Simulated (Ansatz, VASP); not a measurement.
# CoSi2 in VASP and in Ansatz

Contents of INCAR:

```
PREC = Accurate
ENCUT = 520
EDIFF = 1E-6
ISMEAR = -1
SIGMA = 0.05
LREAL = F
LASPH = T
NELM = 150
ALGO = Normal
ISIF = 2
LWAVE = F
LCHARG = F
LNONCOLLINEAR = T
MAGMOM = 1.414 1.414 0 0 0 0 0 0 0
LORBIT = 11
LMAXMIX = 4
GGA = PE
NBANDS = 30
```

Contents of KPOINTS:

```
regular mesh
0
Gamma
  9 9 9
```

The input POSCAR:

```
CoSi2
1.0
    0.0000000000      2.6780000000      2.6780000000
    2.6780000000      0.0000000000      2.6780000000
    2.6780000000      2.6780000000      0.0000000000
Co Si
1 2
Direct
    0.0000000000      0.0000000000      0.0000000000
    0.7500000000      0.7500000000      0.7500000000
    0.2500000000      0.2500000000      0.2500000000
```

Contents of input.yaml:

```yaml
crystal:
  lattice:
    - [0.0, 2.678, 2.678]
    - [2.678, 0.0, 2.678]
    - [2.678, 2.678, 0.0]
  atoms:
    - { symbol: Co, position: [0.0, 0.0, 0.0], spin: 2.0, spin_axis: [0.707107, 0.707107, 0.0] }
    - { symbol: Si, position: [0.75, 0.75, 0.75] }
    - { symbol: Si, position: [0.25, 0.25, 0.25] }
kpoints:
  mp_grid: { grid: [9, 9, 9] }
scf:
  occupations: { method: fermi_dirac, width: 0.05 }
hamiltonian:
  xc: pbe
  pseudopotentials: { kind: all_electron, lapw: { basis_error: 0.002 } }
magnetization:
  noncollinear: true
output:
  forces: true
  stress: true
  eigenvalues: true
```

Alike in both runs: task single point; functional PBE; k mesh 9 × 9 × 9; occupations fermi-dirac, width 0.05 eV; non-collinear spin.

|  | VASP | Ansatz |
| --- | --- | --- |
| version | VASP 6.6.1 | Ansatz 0.2.0 |
| potentials or method | VASP PAW PBE potentials, release 64 (Co, Si), cutoff 520 eV | all-electron LAPW, scalar-relativistic |

Ansatz gave:

| Property | Result |
| --- | --- |
| gap on the k mesh at the Fermi level (eV) | none |
| pressure (GPa) | 0.5 |
| net moment per atom (μB) | 0.00 |

Question: Estimate VASP's values.

Answer: gap on the k mesh at the Fermi level (eV): none; pressure (GPa): 0.3; net moment per atom (μB): 0.00.

A gap of «none» marks a metal or a gap that the smearing closes. Ansatz ran all-electron here, and VASP with PAW potentials.

Noted on Ansatz's run: the magnetic state may not be the lowest.
